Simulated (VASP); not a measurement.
# BAs (o.bA) (F-43m) in VASP: a series of runs, part 2 of 2

VASP 6.6.1.

### Step 3. Single point, PBE

This run uses another cell than the first one, of 13.90 Å³/atom, 1.025 times its volume.

Input file INCAR:

```
  ALGO = Normal
  EDIFF = 1E-6
  ENCUT = 500
  GGA = PE
  GGA_COMPAT = False
  ISIF = 2
  ISMEAR = 0
  LASPH = True
  LCHARG = False
  LREAL = False
  LWAVE = False
  NBANDS = 11
  NELM = 120
  PREC = Accurate
  SIGMA = 0.02
```

Input file KPOINTS:

```
k-points
0
Gamma
  10 10 10
```

Input file POSCAR:

```
BAs
1.0
    0.0000000000      2.4045448528      2.4045448528
    2.4045448528      0.0000000000      2.4045448528
    2.4045448528      2.4045448528      0.0000000000
B As
1 1
Direct
    0.0000000000      0.0000000000      0.0000000000
    0.2500000000      0.2500000000      0.2500000000
```

Potentials or basis: VASP PAW PBE potentials, release 64 (B, As).

On the command line:

```console
$ cat potpaw_PBE.64/B/POTCAR potpaw_PBE.64/As/POTCAR > POTCAR
$ mpirun -np 1 vasp_std > vasp.out
```

Run time: 24 s. Hardware: 1 thread of Intel Xeon 8259CL, shared host; peak memory 0.16 GiB.

The run converged. Its results:

| Item | Value |
| --- | --- |
| Free energy | -11.4131 eV |
| Pressure | 0.6 GPa |
| Band gap on the k mesh | 1.20 eV, indirect (least direct gap 3.25 eV) |

Levels at points of the mesh, in eV from the valence-band top:
```csv
k point,band 2,band 3,band 4,band 5,band 6,band 7
"(0.00, 0.00, 0.00)",0.00,0.00,0.00,3.25,3.25,3.25
"(0.50, 0.00, 0.00)",-8.64,-1.79,-1.79,2.58,4.76,4.76
"(0.50, 0.50, 0.00)",-8.42,-4.00,-4.00,1.45,1.46,11.18
```

### Step 4. Single point, PBE

This run uses another cell than the first one, of 13.90 Å³/atom, 1.025 times its volume.

Input file INCAR:

```
SYSTEM = BAs
ALGO = Normal
EDIFF = 1E-6
ENCUT = 500
GGA = PE
GGA_COMPAT = .False.
ISIF = 2
ISMEAR = 0
LASPH = .True.
LCHARG = .False.
LREAL = .False.
LWAVE = .False.
NBANDS = 11
NELM = 120
PREC = Accurate
SIGMA = 0.02
```

Input file KPOINTS:

```
k-points
0
Gamma
  10 10 10
  0 0 0
```

POSCAR is that of step 3.

On the command line:

```console
$ cat potpaw_PBE.64/B/POTCAR potpaw_PBE.64/As/POTCAR > POTCAR
$ mpirun -np 1 vasp_std > vasp.out
```

Wall time 23 s (1 thread of Intel Xeon 8259CL, shared host); peak memory 0.16 GiB.

It converged, with:

| Item | Value |
| --- | --- |
| Free energy | -11.4131 eV |
| Pressure | 0.6 GPa |
| Band gap on the k mesh | 1.20 eV, indirect (least direct gap 3.25 eV) |

Levels at points of the mesh, in eV from the valence-band top:
| k point | band 1 | band 2 | band 3 | band 4 | band 5 | band 6 | band 7 | band 8 |
| --- | --- | --- | --- | --- | --- | --- | --- | --- |
| (0.00, 0.00, 0.00) | -15.22 | 0.00 | 0.00 | 0.00 | 3.25 | 3.25 | 3.25 | 4.43 |
| (0.50, 0.00, 0.00) | -12.42 | -8.64 | -1.79 | -1.79 | 2.58 | 4.76 | 4.76 | 8.82 |
| (0.50, 0.50, 0.00) | -11.13 | -8.42 | -4.00 | -4.00 | 1.45 | 1.46 | 11.18 | 11.18 |

A k mesh can miss the band edges.

### Step 5. Single point, PBE

This run uses another cell than the first one, of 13.90 Å³/atom, 1.025 times its volume.

Input file INCAR:

```
  ALGO = Normal
  EDIFF = 1E-6
  ENCUT = 500
  GGA = PE
  GGA_COMPAT = False
  ISIF = 2
  ISMEAR = 0
  LASPH = True
  LCHARG = False
  LREAL = False
  LWAVE = False
  NBANDS = 11
  NELM = 120
  PREC = Accurate
  SIGMA = 0.02
```

Input file KPOINTS:

```
k-points
0
Gamma
  10 10 10
```

Input file POSCAR:

```
BAs
1.0
    0.0000000000      2.4045448518      2.4045448518
    2.4045448518      0.0000000000      2.4045448518
    2.4045448518      2.4045448518      0.0000000000
B As
1 1
Direct
    0.0000000000      0.0000000000      0.0000000000
    0.2500000000      0.2500000000      0.2500000000
```

On the command line:

```console
$ cat potpaw_PBE.64/B/POTCAR potpaw_PBE.64/As/POTCAR > POTCAR
$ mpirun -np 1 vasp_std > vasp.out
```

Wall time 6.8 s (1 thread of Intel Xeon 6975P-C (Granite Rapids), shared host); peak memory 0.16 GiB.

It converged, with:

| Item | Value |
| --- | --- |
| Free energy | -11.4131 eV |
| Pressure | 0.6 GPa |
| Band gap on the k mesh | 1.20 eV, indirect (least direct gap 3.25 eV) |

Levels at points of the mesh, in eV from the valence-band top:
| k point | band 1 | band 2 | band 3 | band 4 | band 5 | band 6 | band 7 | band 8 |
| --- | --- | --- | --- | --- | --- | --- | --- | --- |
| (0.00, 0.00, 0.00) | -15.22 | 0.00 | 0.00 | 0.00 | 3.25 | 3.25 | 3.25 | 4.43 |
| (0.50, 0.00, 0.00) | -12.42 | -8.64 | -1.79 | -1.79 | 2.58 | 4.76 | 4.76 | 8.82 |
| (0.50, 0.50, 0.00) | -11.13 | -8.42 | -4.00 | -4.00 | 1.45 | 1.46 | 11.18 | 11.18 |

### Step 6. Single point, PBE

This run uses another cell than the first one, of 13.90 Å³/atom, 1.025 times its volume.

Input file INCAR:

```
SYSTEM = BAs
ALGO = Normal
EDIFF = 1E-6
ENCUT = 500
GGA = PE
GGA_COMPAT = .False.
ISIF = 2
ISMEAR = 0
LASPH = .True.
LCHARG = .False.
LREAL = .False.
LWAVE = .False.
NBANDS = 11
NELM = 120
PREC = Accurate
SIGMA = 0.02
```

Input file KPOINTS:

```
k-points
0
Gamma
  10 10 10
  0 0 0
```

POSCAR is that of step 5.

Potentials or basis: VASP PAW PBE potentials, release 64 (B, As).

On the command line:

```console
$ cat potpaw_PBE.64/B/POTCAR potpaw_PBE.64/As/POTCAR > POTCAR
$ mpirun -np 1 vasp_std > vasp.out
```

OUTCAR:

```text
SYSTEM = BAs
   EDIFF = 1E-6
   ENCUT = 500
   GGA = PE
   ISIF = 2
   ISMEAR = 0
   LASPH = .True.
   LREAL = .False.
   NELM = 120
   PREC = Accurate

 ion  position               nearest neighbor table
   1  0.000  0.000  0.000-   2 2.08   2 2.08   2 2.08   2 2.08
   2  0.250  0.250  0.250-   1 2.08   1 2.08   1 2.08   1 2.08

  LATTYP: Found a face centered cubic cell.
 ALAT       =     4.8090897036

  Lattice vectors:

 A1 = (   0.0000000000,   2.4045448518,   2.4045448518)
[... 522 lines left out ...]

------------------------ aborting loop because EDIFF is reached ----------------------------------------

  FORCE on cell =-STRESS in cart. coord.  units (eV):
  Direction    XX          YY          ZZ          XY          YZ          ZX
  --------------------------------------------------------------------------------------
  -------------------------------------------------------------------------------------
  Total        0.1064520      0.1064520      0.1064520      0.0000000      0.0000000      0.0000000
  in kB        6.1338864      6.1338864      6.1338864      0.0000000      0.0000000      0.0000000
  external PRESSURE =       6.1338864 kB  Pullay stress =       0.0000000 kB

 VOLUME and BASIS-vectors are now :
 -----------------------------------------------------------------------------
  energy-cutoff  :      500.00
  volume of cell :       27.81
      direct lattice vectors                 reciprocal lattice vectors
     0.000000000  2.404544852  2.404544852    -0.207939561  0.207939561  0.207939561
     2.404544852  0.000000000  2.404544852     0.207939561 -0.207939561  0.207939561
     2.404544852  2.404544852  0.000000000     0.207939561  0.207939561 -0.207939561

 POSITION                                       TOTAL-FORCE (eV/Angst)
 -----------------------------------------------------------------------------------
      0.00000      0.00000      0.00000         0.000000      0.000000      0.000000
      1.20227      1.20227      1.20227        -0.000000     -0.000000     -0.000000
 -----------------------------------------------------------------------------------
    total drift:                               -0.000000     -0.000000     -0.000000

  FREE ENERGIE OF THE ION-ELECTRON SYSTEM (eV)
  ---------------------------------------------------
  free  energy   TOTEN  =       -11.4131488493 eV

  energy  without entropy=      -11.4131488493  energy(sigma->0) =      -11.41314885
```

OSZICAR:

```text
N       E                     dE             d eps       ncg     rms          rms(c)
DAV:   1     0.114801487355E+02    0.11480E+02   -0.36867E+03  1034   0.617E+02
DAV:   2    -0.112574069796E+02   -0.22738E+02   -0.21804E+02  1334   0.103E+02
DAV:   3    -0.120120316232E+02   -0.75462E+00   -0.75300E+00  1279   0.170E+01
DAV:   4    -0.120140832177E+02   -0.20516E-02   -0.20515E-02  1150   0.103E+00
DAV:   5    -0.120140863533E+02   -0.31356E-05   -0.31356E-05  1225   0.436E-02    0.479E+00
DAV:   6    -0.114739379926E+02    0.54015E+00   -0.15235E+00  1103   0.495E+00    0.233E+00
DAV:   7    -0.114191847086E+02    0.54753E-01   -0.17826E-01  1205   0.207E+00    0.967E-01
DAV:   8    -0.114126830292E+02    0.65017E-02   -0.19732E-02  1169   0.793E-01    0.962E-02
DAV:   9    -0.114129854047E+02   -0.30238E-03   -0.76935E-04  1178   0.158E-01    0.566E-02
DAV:  10    -0.114131425227E+02   -0.15712E-03   -0.19294E-04  1084   0.843E-02    0.119E-02
DAV:  11    -0.114131486312E+02   -0.61085E-05   -0.55935E-06  1278   0.158E-02    0.101E-02
DAV:  12    -0.114131488493E+02   -0.21810E-06   -0.27759E-06  1088   0.907E-03
   1 F= -.11413149E+02 E0= -.11413149E+02  d E =-.364726E-22
```

Run time: 6.8 s. Hardware: 1 thread of Intel Xeon 6975P-C (Granite Rapids), shared host; peak memory 0.16 GiB.

What came out:

- Free energy: -11.4131 eV
- Pressure: 0.6 GPa
- Band gap on the k mesh: 1.20 eV, indirect (least direct gap 3.25 eV)

A k mesh can miss the band edges. As with any semilocal functional, this PBE gap is likely too small.
